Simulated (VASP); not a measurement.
Mg3B:

```
Mg B
1.0
     3.93689    0.00000    0.00000
     0.00000    3.93689    0.00000
     0.00000    0.00000    3.93689
Mg B
3 1
Direct
  0.00000 0.50000 0.50000
  0.50000 0.00000 0.50000
  0.50000 0.50000 0.00000
  0.00000 0.00000 0.00000
```

| Item | Value |
| --- | --- |
| Program | VASP 6.6.1 |
| Task | relaxation of cell and atoms |
| Functional | PBE |
| Potentials or basis | VASP PAW PBE potentials, release 64 (Mg, B) |
| Cutoff | 600 eV |
| k mesh | 4 × 4 × 4 |
| Occupations | gaussian, width 0.1 eV |
| Spin | no spin polarisation |

At the start: pressure 5.3 GPa; volume 15.25 Å³/atom.

Question: How do energy, volume and symmetry change on relaxing?

Answer: Over 3 steps the energy falls by 19.7 meV/atom and the volume is 16.54 Å³/atom (+8.4 %); space group Pm-3m (No. 221, to 0.05 Å).

The path:
```csv
step,energy change (eV),largest force (eV/Å),pressure (GPa),volume (Å³)
1,0.0000,0.0000,5.30,61.02
2,-0.0781,0.0000,0.46,65.59
3,-0.0789,0.0000,-0.02,66.15
```

Final structure:
```
Mg B
1.0
     4.04420    0.00000    0.00000
     0.00000    4.04420    0.00000
     0.00000    0.00000    4.04420
Mg B
3 1
Cartesian
  0.0000 2.0221 2.0221
  2.0221 0.0000 2.0221
  2.0221 2.0221 0.0000
  0.0000 0.0000 0.0000
```

Caveat: the k points lie up to 0.39 Å⁻¹ apart in the final cell.
